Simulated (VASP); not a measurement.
Runs of VASP 6.6.1 on AlO. The structure is that of space group Pm-3m (No. 221), or close to it. The cells are those of the table. 

```csv
task,spin,cell,k mesh,cutoff (eV),gap on the mesh (eV),pressure (GPa),moment (μB),relaxed volume (Å³/atom)
single point,off,"a = 2.769 Å, 2 atoms",20 × 20 × 20,520,none,-0.2,-,-
single point,"collinear, ferromagnetic start","a = 2.782 Å, 2 atoms",4 × 4 × 4,520,none,-0.1,0.00,-
single point,"collinear, ferromagnetic start","a = 4.467 Å, 2 atoms",4 × 4 × 4,520,none,-4.6,(b),-
relaxation of cell and atoms,off,"relaxed from a = 2.782 Å, 2 atoms",6 × 6 × 6,600,none,0.5,-,10.57
single point,off,"a = 4.467 Å, 2 atoms",4 × 4 × 4,600,none,(a),-,-
single point,off,"a = 2.771 Å, 2 atoms",6 × 6 × 6,520,none,-0.2,-,-
relaxation of cell and atoms,off,"relaxed from a = 2.771 Å, 2 atoms",20 × 20 × 20,600,none,0.1,-,10.58
```

Alike in all rows: level PBE; potentials or basis VASP PAW PBE potentials, release 64 (Al, O); smearing gaussian 0.1 eV.

Problem. Estimate the missing entries.

Solution. (a) -4.8; (b) 1.00.

Caveats: some runs use coarse meshes; an odd number of electrons without spin polarisation forces a metal (some runs); a magnetic or distorted state may lie lower (some runs).

A gap of «none» marks levels without a gap at the run's occupations.
